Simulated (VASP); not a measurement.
# Al2O3 (P-6m2) in VASP: further runs

Runs on Al2O3. Level: LDA. Tasks: single point, relaxation of volume and atoms at fixed shape.

Everything below comes from runs of VASP 6.6.1. Logs are shortened: lines on timing, memory, paths and dates and some standing lists are left out, and cuts for length are marked.

## Step 1: The cell of the first run

The structure is hexagonal, space group P-6m2 (No. 187). Conventional cell: a = 2.838 Å, b = 2.838 Å, c = 9.187 Å, α = 90.00°, β = 90.00°, γ = 120.00°. Within 2.4 Å of Al (site symmetry 3m) lie 6 O at 1.77 to 2.14 Å. Within 2.4 Å of O (site symmetry 3m) lie 3 Al at 1.77 Å. Within 2.9 Å of O (site symmetry -6m2) lie 6 Al at 2.14 Å and 12 O at 2.62 to 2.84 Å.

## Step 2: Single point, LDA

File INCAR:

```
SYSTEM = Al2O3
PREC     = Accurate       ! precision mode
ENCUT    = 520            ! plane-wave cutoff, eV
EDIFF    = 1E-7           ! SCF threshold, eV
ISMEAR   = 1              ! smearing method
SIGMA    = 0.1            ! smearing width, eV
LREAL    = .False.        ! projectors in reciprocal space
LASPH    = .True.         ! aspherical terms in the spheres
NELM     = 100            ! most SCF steps
ALGO     = Normal         ! electronic algorithm
ISIF     = 2              ! what is computed and relaxed
LWAVE    = .False.        ! write WAVECAR
LCHARG   = .False.        ! write CHGCAR
NBANDS   = 20             ! bands
```

File KPOINTS:

```
Automatic mesh
0
Gamma
  12 12 2
  0 0 0
```

File POSCAR:

```
Al2O3
1.0
    2.8380269063     -0.0000002840      0.0000000000
   -1.4190132072      2.4578035395      0.0000000000
    0.0000000000      0.0000000000      9.1868834474
Al O
2 3
Direct
    0.0000000000      0.0000000000      0.1494125172
    0.0000000000      0.0000000000      0.8505874828
    0.3333333333      0.6666666667      0.2220656870
    0.6666666667      0.3333333333      0.0000000000
    0.3333333333      0.6666666667      0.7779343130
```

Potentials or basis: VASP PAW LDA potentials, release 64 (Al, O).

On the command line:

```sh
> cat potpaw_LDA.64/Al/POTCAR potpaw_LDA.64/O/POTCAR > POTCAR
> mpirun -np 1 vasp_std > vasp.out
```

OUTCAR:

```text
SYSTEM = Al2O3
   PREC = Accurate
   ENCUT = 520
   EDIFF = 1E-7
   ISMEAR = 1
   LREAL = .False.
   LASPH = .True.
   NELM = 100
   ISIF = 2

 ion  position               nearest neighbor table
   1  0.000  0.000  0.149-   3 1.77   3 1.77   3 1.77   4 2.14   4 2.14   4 2.14   2 2.75
   2  0.000  0.000  0.851-   5 1.77   5 1.77   5 1.77   4 2.14   4 2.14   4 2.14   1 2.75
   3  0.333  0.667  0.222-   1 1.77   1 1.77   1 1.77
   4  0.667  0.333  0.000-   1 2.14   2 2.14   1 2.14   2 2.14   1 2.14   2 2.14
   5  0.333  0.667  0.778-   2 1.77   2 1.77   2 1.77

  LATTYP: Found a hexagonal cell.
 ALAT       =     2.8380269063
 C/A-ratio  =     3.2370670718

  Lattice vectors:

 A1 = (   2.8380269063,  -0.0000002840,   0.0000000000)
 A2 = (  -1.4190132072,   2.4578035395,   0.0000000000)
 A3 = (   0.0000000000,   0.0000000000,   9.1868834474)

Analysis of symmetry for initial positions (statically):
=====================================================================
 Subroutine PRICEL returns:
 Original cell was already a primitive cell.

 Routine SETGRP: Setting up the symmetry group for a
 hexagonal supercell.

 Subroutine GETGRP returns: Found 12 space group operations
 (whereof 12 operations were pure point group operations)
 out of a pool of 24 trial point group operations.

The static configuration has the point symmetry D_3h.

Analysis of symmetry for dynamics (positions and initial velocities):
=====================================================================
 Subroutine PRICEL returns:
 Original cell was already a primitive cell.

 Routine SETGRP: Setting up the symmetry group for a
 hexagonal supercell.

 Subroutine GETGRP returns: Found 12 space group operations
 (whereof 12 operations were pure point group operations)
 out of a pool of 24 trial point group operations.

The dynamic configuration has the point symmetry D_3h.

 Subroutine INISYM returns: Found 12 space group operations
 (whereof 12 operations are pure point group operations),
 and found     1 'primitive' translations

----------------------------------------------------------------------------------------

                                     Primitive cell

  volume of cell :      64.0814

  direct lattice vectors                    reciprocal lattice vectors
     2.838026906 -0.000000284  0.000000000     0.352357497  0.203433649  0.000000000
    -1.419013207  2.457803539  0.000000000     0.000000041  0.406867368  0.000000000
     0.000000000  0.000000000  9.186883447     0.000000000  0.000000000  0.108850842

  length of vectors
     2.838026906  2.838026906  9.186883447     0.406867368  0.406867368  0.108850842

  position of ions in fractional coordinates (direct lattice)
     0.000000000  0.000000000  0.149412517
     0.000000000  0.000000000  0.850587483
     0.333333333  0.666666667  0.222065687
     0.666666667  0.333333333  0.000000000
     0.333333333  0.666666667  0.777934313

  ion indices of the primitive-cell ions
   primitive index   ion index
                 1           1
                 2           2
                 3           3
                 4           4
                 5           5

----------------------------------------------------------------------------------------

 KPOINTS: Automatic mesh

Automatic generation of k-mesh.
 Grid dimensions read from file:
 generate k-points for:   12   12    2

 Generating k-lattice:

  Cartesian coordinates                     Fractional coordinates (reciprocal lattice)
     0.029363125  0.016952804  0.000000000     0.083333333  0.000000000  0.000000000
     0.000000003  0.033905614  0.000000000     0.000000000  0.083333333  0.000000000
     0.000000000  0.000000000  0.054425421     0.000000000  0.000000000  0.500000000

  Length of vectors
     0.033905614  0.033905614  0.054425421

  Shift w.r.t. Gamma in fractional coordinates (k-lattice)
     0.000000000  0.000000000  0.000000000

 Subroutine IBZKPT returns following result:
 ===========================================

 Found     38 irreducible k-points:

 Following reciprocal coordinates:
            Coordinates               Weight
  0.000000  0.000000  0.000000      1.000000
  0.083333  0.000000  0.000000      6.000000
  0.166667 -0.000000  0.000000      6.000000
  0.250000  0.000000  0.000000      6.000000
  0.333333  0.000000  0.000000      6.000000
  0.416667  0.000000  0.000000      6.000000
[... 16 lines left out ...]
  0.250000  0.000000  0.500000      6.000000
  0.333333  0.000000  0.500000      6.000000
 [... further k-points ...]
   k-points           NKPTS =     38   k-points in BZ     NKDIM =     38   number of bands    NBANDS=     20
   number of dos      NEDOS =    301   number of ions     NIONS =      5
   total plane-waves  NPLWV =  40320
   dimension x,y,z NGX =    24 NGY =   24 NGZ =   70
   dimension x,y,z NGXF=    48 NGYF=   48 NGZF=  140
   ions per type =               2   3
   NGX,Y,Z   is equivalent  to a cutoff of  14.06, 14.06, 12.67 a.u.
   NGXF,Y,Z  is equivalent  to a cutoff of  28.12, 28.12, 25.33 a.u.
 SYSTEM =  Al2O3
   PREC   = accura    normal or accurate (medium, high low for compatibility)
   ISTART =      0    job   : 0-new  1-cont  2-samecut
   ICHARG =      2    charge: 1-file 2-atom 10-const
   ISPIN  =      1    spin polarized calculation?
   LNONCOLLINEAR =      F non collinear calculations
   LSORBIT =      F    spin-orbit coupling
   LASPH  =      T    aspherical Exc in radial PAW
   ENCUT  =  520.0 eV  38.22 Ry    6.18 a.u.   5.28  5.28 17.08*2*pi/ulx,y,z
   NELM   =    100;   NELMIN=  2; NELMDL= -5     # of ELM steps
   EDIFF  = 0.1E-06   stopping-criterion for ELM
   LREAL  =      F    real-space projection
   EDIFFG = 0.1E-05   stopping-criterion for IOM
   NSW    =      0    number of steps for IOM
   IBRION =     -1    ionic relax: 0-MD 1-quasi-New 2-CG
   NFREE  =      0    steps in history (QN), initial steepest desc. (CG)
   ISIF   =      2    stress and relaxation
   ISYM   =      2    0-nonsym 1-usesym 2-fastsym
   POTIM  = 0.5000    time-step for ionic-motion
   TEBEG  =    0.0;   TEEND  =   0.0 temperature during run
   PSTRESS=    0.0 pullay stress
   NELECT =      24.0000    total number of electrons
   NUPDOWN=      -1.0000    fix difference up-down
   EMIN   =  10.00;   EMAX   =-10.00  energy-range for DOS
   EFERMI =   0.00;   METHOD = LEGACY
   ISMEAR =     1;   SIGMA  =   0.10  broadening in eV -4-tet -1-fermi 0-gaus
   EFERMI_NEDOS =   21; number of points for ismear=-14 and -15
   IALGO  =     38    algorithm
   IMIX   =      4    mixing-type and parameters
     AMIX     =   0.40;   BMIX     =  1.00
     AMIX_MAG =   1.60;   BMIX_MAG =  1.00
  volume/ion in A,a.u.               =      12.82        86.49
  Fermi-wavevector in a.u.,A,eV,Ry     =   1.180052  2.229976 18.946435  1.392524
  Thomas-Fermi vector in A             =   2.316352
   LORBIT       =      0    0 simple, 1 ext, 2 COOP (PROOUT), +10 PAW based schemes
   GGA     = CA    functional components
   LHFCALC =     F    Hartree Fock is set to
   AEXX    =    0.0000 exact exchange contribution
   IVDW    =     0    specifies the selected vdW correction
   LEPSILON=     F    determine dielectric tensor
   LRPA    =     F    only Hartree local field effects (RPA)
 non-spin polarized calculation
 Methfessel and Paxton  Order N= 1 SIGMA  =   0.10
  energy-cutoff  :      520.00
  volume of cell :       64.08
 maximum number of plane-waves:      1741
 NGX is ok and might be reduce to    24
   NGX = 11   NGY = 11   NGZ = 35

 number of electron      24.0000002 magnetization

 Free energy of the ion-electron system (eV)
  ---------------------------------------------------
  ext. energy  EPLUGINS =         0.00000000
  ---------------------------------------------------
  free energy    TOTEN  =       -40.14886072 eV

  energy without entropy =      -40.15125427  energy(sigma->0) =      -40.14965857

 E-fermi :   0.9356     XC(G=0):  -9.0883

 val. band max:        0.8784297353   @ k =   0.3333   0.3333   0.5000
 cond. band min:       6.0289601113   @ k =   0.0000   0.0000   0.0000
 fundamental gap:      5.1505303760
 Fermi energy:         0.9356105308

 k-point     1 :       0.0000    0.0000    0.0000
  band No.  band energies     occupation
      1     -17.9714      2.00000
      2     -16.7169      2.00000
      3     -15.4526      2.00000
      4      -4.3304      2.00000
      5      -1.2664      2.00000
      6      -0.6714      2.00000
[... 12 lines left out ...]
     19      15.9116      0.00000
     20      15.9189      0.00000

 k-point     2 :       0.0833    0.0000    0.0000
  band No.  band energies     occupation
      1     -17.8779      2.00000
      2     -16.6456      2.00000
      3     -15.4170      2.00000
      4      -4.2767      2.00000
      5      -1.5340      2.00000
      6      -0.7890      2.00000
[... 12 lines left out ...]
     19      15.1722      0.00000
     20      16.1275      0.00000

 k-point     3 :       0.1667   -0.0000    0.0000
  band No.  band energies     occupation
      1     -17.6069      2.00000
      2     -16.4436      2.00000
      3     -15.3235      2.00000
      4      -4.1667      2.00000
      5      -2.3419      2.00000
      6      -1.5002      2.00000
[... 12 lines left out ...]
     19      14.2652      0.00000
     20      15.1204      0.00000

 k-point     4 :       0.2500    0.0000    0.0000
  band No.  band energies     occupation
      1     -17.1900      2.00000
      2     -16.1493      2.00000
      3     -15.2125      2.00000
      4      -4.2007      2.00000
      5      -3.4226      2.00000
      6      -2.2026      2.00000
[... 429 lines left out ...]
 k-point    23 :       0.2500    0.0000    0.5000
  band No.  band energies     occupation
      1     -17.1897      2.00000
      2     -16.1495      2.00000
      3     -15.2121      2.00000
      4      -4.2015      2.00000
      5      -3.4202      2.00000
      6      -2.2002      2.00000
[... 12 lines left out ...]
     19      13.6943      0.00000
     20      15.1175      0.00000

 k-point    24 :       0.3333    0.0000    0.5000
  band No.  band energies     occupation
      1     -16.6869      2.00000
      2     -15.8294      2.00000
      3     -15.1469      2.00000
      4      -4.5729      2.00000
      5      -4.4420      2.00000
      6      -2.9764      2.00000
[... 12 lines left out ...]
     19      13.9488      0.00000
     20      15.3762      0.00000

 [... further k-points ...]

------------------------ aborting loop because EDIFF is reached ----------------------------------------

  FORCE on cell =-STRESS in cart. coord.  units (eV):
  Direction    XX          YY          ZZ          XY          YZ          ZX
  --------------------------------------------------------------------------------------
  -------------------------------------------------------------------------------------
  Total        0.4157067      0.4157067      0.0385401     -0.0000000     -0.0000000     -0.0000000
  in kB       10.3935950     10.3935950      0.9635875     -0.0000000     -0.0000000     -0.0000000
  external PRESSURE =       7.2502592 kB  Pullay stress =       0.0000000 kB

 VOLUME and BASIS-vectors are now :
 -----------------------------------------------------------------------------
  energy-cutoff  :      520.00
  volume of cell :       64.08
      direct lattice vectors                 reciprocal lattice vectors
     2.838026906 -0.000000284  0.000000000     0.352357497  0.203433649  0.000000000
    -1.419013207  2.457803539  0.000000000     0.000000041  0.406867368  0.000000000
     0.000000000  0.000000000  9.186883447     0.000000000  0.000000000  0.108850842

 POSITION                                       TOTAL-FORCE (eV/Angst)
 -----------------------------------------------------------------------------------
      0.00000      0.00000      1.37264         0.000000     -0.000000     -0.010067
      0.00000      0.00000      7.81425        -0.000000     -0.000000      0.010067
      0.00000      1.63854      2.04009         0.000000      0.000000      0.038593
      1.41901      0.81927      0.00000        -0.000000     -0.000000      0.000000
      0.00000      1.63854      7.14679         0.000000      0.000000     -0.038593
 -----------------------------------------------------------------------------------
    total drift:                                0.000000     -0.000000      0.000000

  FREE ENERGIE OF THE ION-ELECTRON SYSTEM (eV)
  ---------------------------------------------------
  free  energy   TOTEN  =       -40.1488607189 eV

  energy  without entropy=      -40.1512542729  energy(sigma->0) =      -40.14965857
```

It took 69 s on 1 thread of Intel Xeon 8259CL, shared host; peak memory 0.18 GiB.

What came out:

| Property | Result |
| --- | --- |
| Free energy | -40.1489 eV |
| Pressure | 0.7 GPa |
| Largest force | 0.039 eV/Å |
| Band gap on the k mesh | 5.15 eV (least direct gap 5.43 eV) |

Forces in eV/Å, atoms in the order of the input:
```
Al   0.000  0.000 -0.010
Al   0.000  0.000  0.010
O    0.000  0.000  0.039
O    0.000  0.000  0.000
O    0.000  0.000 -0.039
```

Stress tensor (GPa, compression positive):
```
1.04 0.00 0.00
0.00 1.04 0.00
0.00 0.00 0.10
```

[end of part 1 of 2]
